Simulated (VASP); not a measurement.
# BiSe2 (Pnnm) in VASP: single point with r2SCAN+rVV10

Aim: the single point of BiSe2 with r2SCAN+rVV10.

Everything below comes from runs of VASP 6.6.1. Logs are shortened: lines on timing, memory, paths and dates and some standing lists are left out, and cuts for length are marked.

### Step 1. The cell of the first run

It takes space group Pnnm (No. 58, orthorhombic). The conventional cell has a = 6.388 Å, b = 6.606 Å, c = 4.056 Å, α = 90.00°, β = 90.00°, γ = 90.00°. Bi (site symmetry 2/m) has 8 Se at 2.94 to 3.91 Å and 2 Bi at 4.06 Å within 4.1 Å. Se (site symmetry m) has 1 Se at 2.68 Å and 3 Bi at 2.94 to 2.96 Å within 3.5 Å.

### Step 2. Single point, r2SCAN+rVV10

File POSCAR:

```
BiSe2
1.0
    6.6057579947      0.0000000000      0.0000000000
    0.0000000000      6.3882888950      0.0000000000
    0.0000000000      0.0000000000      4.0561470974
Bi Se
2 4
Direct
    0.5000000000      0.5000000000      0.5000000000
    0.0000000000      0.0000000000      0.0000000000
    0.6876924117      0.0796532600      0.5000000000
    0.3123075883      0.9203467400      0.5000000000
    0.1876924117      0.4203467400      0.0000000000
    0.8123075883      0.5796532600      0.0000000000
```

File INCAR.step1:

```
SYSTEM = BiSe2
  ALGO = Normal
  EDIFF = 1E-4
  ENCUT = 520
  GGA = PE
  ISMEAR = -1
  LASPH = .TRUE.
  LCHARG = .FALSE.
  LREAL = .FALSE.
  LWAVE = .TRUE.
  NBANDS = 36
  NELM = 100
  PREC = Accurate
  SIGMA = 0.03
```

File INCAR.step2:

```
SYSTEM = BiSe2
  ALGO = Normal
  BPARAM = 11.95
  CPARAM = 0.0093
  EDIFF = 1E-7
  ENCUT = 520
  ISIF = 2
  ISMEAR = -1
  ISTART = 1
  IVDW_NL = 2
  LASPH = .TRUE.
  LCHARG = .FALSE.
  LMIXTAU = .TRUE.
  LREAL = .FALSE.
  LUSE_VDW = .TRUE.
  LWAVE = .FALSE.
  METAGGA = R2SCAN
  NBANDS = 36
  NELM = 100
  PREC = Accurate
  SIGMA = 0.03
```

File KPOINTS:

```
k-points
0
G
  4 4 6
  0 0 0
```

Potentials or basis: VASP PAW PBE potentials, release 64 (Bi_d, Se).

The run is started by

```
$ cat potpaw_PBE.64/Bi_d/POTCAR potpaw_PBE.64/Se/POTCAR > POTCAR
$ cp INCAR.step1 INCAR
$ mpirun -np 1 vasp_std > vasp.out
$ cp INCAR.step2 INCAR
$ mpirun -np 1 vasp_std > vasp.out
```

OUTCAR:

```text
SYSTEM = BiSe2
   BPARAM = 11.95
   EDIFF = 1E-7
   ENCUT = 520
   ISIF = 2
   ISMEAR = -1
   ISTART = 1
   IVDW_NL = 2
   LASPH = .TRUE.
   LREAL = .FALSE.
   METAGGA = R2SCAN
   NELM = 100
   PREC = Accurate

 ion  position               nearest neighbor table
   1  0.500  0.500  0.500-   5 2.94   6 2.94   5 2.94   6 2.94   3 2.96   4 2.96
   2  0.000  0.000  0.000-   3 2.94   4 2.94   3 2.94   4 2.94   5 2.96   6 2.96
   3  0.688  0.080  0.500-   4 2.68   2 2.94   2 2.94   1 2.96
   4  0.312  0.920  0.500-   3 2.68   2 2.94   2 2.94   1 2.96
   5  0.188  0.420  0.000-   6 2.68   1 2.94   1 2.94   2 2.96
   6  0.812  0.580  0.000-   5 2.68   1 2.94   1 2.94   2 2.96

  LATTYP: Found a simple orthorhombic cell.
 ALAT       =     4.0561470974
 B/A-ratio  =     1.5749647983
 C/A-ratio  =     1.6285794958

  Lattice vectors:

 A1 = (   0.0000000000,   0.0000000000,  -4.0561470974)
 A2 = (   0.0000000000,   6.3882888950,   0.0000000000)
 A3 = (   6.6057579947,   0.0000000000,   0.0000000000)

Analysis of symmetry for initial positions (statically):
=====================================================================
 Subroutine PRICEL returns:
 Original cell was already a primitive cell.

 Routine SETGRP: Setting up the symmetry group for a
 simple orthorhombic supercell.

 Subroutine GETGRP returns: Found  8 space group operations
 (whereof  4 operations were pure point group operations)
 out of a pool of  8 trial point group operations.

The static configuration has the point symmetry C_2h.
 The point group associated with its full space group is D_2h.

Analysis of symmetry for dynamics (positions and initial velocities):
=====================================================================
 Subroutine PRICEL returns:
 Original cell was already a primitive cell.

 Routine SETGRP: Setting up the symmetry group for a
 simple orthorhombic supercell.

 Subroutine GETGRP returns: Found  8 space group operations
 (whereof  4 operations were pure point group operations)
 out of a pool of  8 trial point group operations.

The dynamic configuration has the point symmetry C_2h.
 The point group associated with its full space group is D_2h.

 Subroutine INISYM returns: Found  8 space group operations
 (whereof  4 operations are pure point group operations),
 and found     1 'primitive' translations

----------------------------------------------------------------------------------------

                                     Primitive cell

  volume of cell :     171.1673

  direct lattice vectors                    reciprocal lattice vectors
     6.605757995  0.000000000  0.000000000     0.151383081  0.000000000  0.000000000
     0.000000000  6.388288895  0.000000000     0.000000000  0.156536440  0.000000000
     0.000000000  0.000000000  4.056147097     0.000000000  0.000000000  0.246539382

  length of vectors
     6.605757995  6.388288895  4.056147097     0.151383081  0.156536440  0.246539382

  position of ions in fractional coordinates (direct lattice)
     0.500000000  0.500000000  0.500000000
     0.000000000  0.000000000  0.000000000
     0.687692412  0.079653260  0.500000000
     0.312307588  0.920346740  0.500000000
     0.187692412  0.420346740  0.000000000
     0.812307588  0.579653260  0.000000000

  ion indices of the primitive-cell ions
   primitive index   ion index
                 1           1
                 2           2
                 3           3
                 4           4
                 5           5
                 6           6

----------------------------------------------------------------------------------------

 KPOINTS: k-points

Automatic generation of k-mesh.
 Grid dimensions read from file:
 generate k-points for:    4    4    6

 Generating k-lattice:

  Cartesian coordinates                     Fractional coordinates (reciprocal lattice)
     0.037845770  0.000000000  0.000000000     0.250000000  0.000000000  0.000000000
     0.000000000  0.039134110  0.000000000     0.000000000  0.250000000  0.000000000
     0.000000000  0.000000000  0.041089897     0.000000000  0.000000000  0.166666667

  Length of vectors
     0.037845770  0.039134110  0.041089897

  Shift w.r.t. Gamma in fractional coordinates (k-lattice)
     0.000000000  0.000000000  0.000000000

 Subroutine IBZKPT returns following result:
 ===========================================

 Found     36 irreducible k-points:

 Following reciprocal coordinates:
            Coordinates               Weight
  0.000000  0.000000  0.000000      1.000000
  0.250000  0.000000  0.000000      2.000000
  0.500000  0.000000  0.000000      1.000000
  0.000000  0.250000  0.000000      2.000000
  0.250000  0.250000  0.000000      4.000000
  0.500000  0.250000  0.000000      2.000000
[... 16 lines left out ...]
  0.250000  0.250000  0.333333      8.000000
  0.500000  0.250000  0.333333      4.000000
 [... further k-points ...]
   k-points           NKPTS =     36   k-points in BZ     NKDIM =     36   number of bands    NBANDS=     36
   number of dos      NEDOS =    301   number of ions     NIONS =      6
   total plane-waves  NPLWV =  72000
   dimension x,y,z NGX =    50 NGY =   48 NGZ =   30
   dimension x,y,z NGXF=   100 NGYF=   96 NGZF=   60
   ions per type =               2   4
   NGX,Y,Z   is equivalent  to a cutoff of  12.58, 12.49, 12.30 a.u.
   NGXF,Y,Z  is equivalent  to a cutoff of  25.17, 24.98, 24.59 a.u.
 SYSTEM =  BiSe2
   PREC   = accura    normal or accurate (medium, high low for compatibility)
   ISTART =      1    job   : 0-new  1-cont  2-samecut
   ICHARG =      0    charge: 1-file 2-atom 10-const
   ISPIN  =      1    spin polarized calculation?
   LNONCOLLINEAR =      F non collinear calculations
   LSORBIT =      F    spin-orbit coupling
   LASPH  =      T    aspherical Exc in radial PAW
   ENCUT  =  520.0 eV  38.22 Ry    6.18 a.u.  12.28 11.88  7.54*2*pi/ulx,y,z
   NELM   =    100;   NELMIN=  2; NELMDL=  0     # of ELM steps
   EDIFF  = 0.1E-06   stopping-criterion for ELM
   LREAL  =      F    real-space projection
   EDIFFG = 0.1E-05   stopping-criterion for IOM
   NSW    =      0    number of steps for IOM
   IBRION =     -1    ionic relax: 0-MD 1-quasi-New 2-CG
   NFREE  =      0    steps in history (QN), initial steepest desc. (CG)
   ISIF   =      2    stress and relaxation
   ISYM   =      2    0-nonsym 1-usesym 2-fastsym
   POTIM  = 0.5000    time-step for ionic-motion
   TEBEG  =    0.0;   TEEND  =   0.0 temperature during run
   PSTRESS=    0.0 pullay stress
   NELECT =      54.0000    total number of electrons
   NUPDOWN=      -1.0000    fix difference up-down
   EMIN   =  10.00;   EMAX   =-10.00  energy-range for DOS
   EFERMI =   0.00;   METHOD = LEGACY
   ISMEAR =    -1;   SIGMA  =   0.03  broadening in eV -4-tet -1-fermi 0-gaus
   EFERMI_NEDOS =   21; number of points for ismear=-14 and -15
   IALGO  =     38    algorithm
   IMIX   =      4    mixing-type and parameters
     AMIX     =   0.40;   BMIX     =  1.00
     AMIX_MAG =   1.60;   BMIX_MAG =  1.00
  volume/ion in A,a.u.               =      28.53       192.52
  Fermi-wavevector in a.u.,A,eV,Ry     =   1.114463  2.106030 16.898824  1.242029
  Thomas-Fermi vector in A             =   2.251059
   LORBIT       =      0    0 simple, 1 ext, 2 COOP (PROOUT), +10 PAW based schemes
   METAGGA = R2SCAN    functional components
   LHFCALC =     F    Hartree Fock is set to
   AEXX    =    0.0000 exact exchange contribution
   IVDW_NL    =     2    kernel type
   BPARAM     =11.9500
   IVDW    =     0    specifies the selected vdW correction
   LEPSILON=     F    determine dielectric tensor
   LRPA    =     F    only Hartree local field effects (RPA)
 non-spin polarized calculation
  energy-cutoff  :      520.00
  volume of cell :      171.17
 maximum number of plane-waves:      4637
 NGX is ok and might be reduce to    50
   NGX = 25   NGY = 23   NGZ = 15

 number of electron      54.0000017 magnetization

 Free energy of the ion-electron system (eV)
  ---------------------------------------------------
  ext. energy  EPLUGINS =         0.00000000
  ---------------------------------------------------
  free energy    TOTEN  =      -173.64202166 eV

  energy without entropy =     -173.63110222  energy(sigma->0) =     -173.63656194

 E-fermi :   4.3260     XC(G=0):  -9.9331

 val. band max:        4.3147849409   @ k =   0.2500   0.2500   0.3333
 cond. band min:       4.3384671548   @ k =   0.0000   0.0000   0.1667
 fundamental gap:      0.0236822140
 Fermi energy:         4.3259826206

 k-point     1 :       0.0000    0.0000    0.0000
  band No.  band energies     occupation
      1     -19.5607      2.00000
      2     -19.5461      2.00000
      3     -19.5266      2.00000
      4     -19.5217      2.00000
      5     -19.5145      2.00000
      6     -19.5123      2.00000
[... 28 lines left out ...]
     35       9.1994      0.00000
     36      10.1788      0.00000

 k-point     2 :       0.2500    0.0000    0.0000
  band No.  band energies     occupation
      1     -19.5585      2.00000
      2     -19.5481      2.00000
      3     -19.5259      2.00000
      4     -19.5224      2.00000
      5     -19.5141      2.00000
      6     -19.5124      2.00000
[... 28 lines left out ...]
     35       9.8632      0.00000
     36      10.5983      0.00000

 k-point     3 :       0.5000    0.0000    0.0000
  band No.  band energies     occupation
      1     -19.5532      2.00000
      2     -19.5532      2.00000
      3     -19.5241      2.00000
      4     -19.5241      2.00000
      5     -19.5132      2.00000
      6     -19.5132      2.00000
[... 28 lines left out ...]
     35      10.6446      0.00000
     36      10.6446      0.00000
[... 742 lines left out ...]
 k-point    23 :       0.2500    0.2500    0.3333
  band No.  band energies     occupation
      1     -19.5464      2.00000
      2     -19.5423      2.00000
      3     -19.5323      2.00000
      4     -19.5306      2.00000
      5     -19.5237      2.00000
      6     -19.5223      2.00000
[... 28 lines left out ...]
     35      10.7672      0.00000
     36      11.1622      0.00000

 k-point    24 :       0.5000    0.2500    0.3333
  band No.  band energies     occupation
      1     -19.5444      2.00000
      2     -19.5444      2.00000
      3     -19.5313      2.00000
      4     -19.5313      2.00000
      5     -19.5233      2.00000
      6     -19.5233      2.00000
[... 28 lines left out ...]
     35      10.8008      0.00000
     36      10.8008      0.00000

 [... further k-points ...]

------------------------ aborting loop because EDIFF is reached ----------------------------------------

  FORCE on cell =-STRESS in cart. coord.  units (eV):
  Direction    XX          YY          ZZ          XY          YZ          ZX
  --------------------------------------------------------------------------------------
  -------------------------------------------------------------------------------------
  Total        0.1691357      0.2045536      0.1765942      0.0000000      0.0000000      0.0000000
  in kB        1.5831605      1.9146825      1.6529747      0.0000000      0.0000000      0.0000000
  external PRESSURE =       1.7169392 kB  Pullay stress =       0.0000000 kB

 VOLUME and BASIS-vectors are now :
 -----------------------------------------------------------------------------
  energy-cutoff  :      520.00
  volume of cell :      171.17
      direct lattice vectors                 reciprocal lattice vectors
     6.605757995  0.000000000  0.000000000     0.151383081  0.000000000  0.000000000
     0.000000000  6.388288895  0.000000000     0.000000000  0.156536440  0.000000000
     0.000000000  0.000000000  4.056147097     0.000000000  0.000000000  0.246539382

 POSITION                                       TOTAL-FORCE (eV/Angst)
 -----------------------------------------------------------------------------------
      3.30288      3.19414      2.02807         0.000000      0.000000      0.000000
      0.00000      0.00000      0.00000         0.000000      0.000000      0.000000
      4.54273      0.50885      2.02807        -0.005323     -0.004055      0.000000
      2.06303      5.87944      2.02807         0.005323      0.004055      0.000000
      1.23985      2.68530      0.00000        -0.005323      0.004055      0.000000
      5.36591      3.70299      0.00000         0.005323     -0.004055      0.000000
 -----------------------------------------------------------------------------------
    total drift:                                0.000000      0.000000      0.000000

  FREE ENERGIE OF THE ION-ELECTRON SYSTEM (eV)
  ---------------------------------------------------
  free  energy   TOTEN  =      -173.6420216641 eV

  energy  without entropy=     -173.6311022244  energy(sigma->0) =     -173.63656194
```

Wall time 7.7 min (1 thread of AMD EPYC 9R45 (Zen 5), shared host); peak memory 0.62 GiB.

What came out:

* Free energy: -173.6420 eV
* Pressure: 0.2 GPa
* Largest force: 0.007 eV/Å
* Band gap on the k mesh: zero (bands 27 and 28 overlap by 1.90 eV)

Forces on the atoms (eV/Å):
```
Bi   0.000  0.000  0.000
Bi   0.000  0.000  0.000
Se  -0.005 -0.004  0.000
Se   0.005  0.004  0.000
Se  -0.005  0.004  0.000
Se   0.005 -0.004  0.000
```

Caveat: the PAW data sets were made with another functional, which shifts forces and pressure a little; spin-orbit coupling is left out, which moves the levels of the heavy elements.

The gap in the log of VASP goes by the Fermi energy; the results here count the filled bands.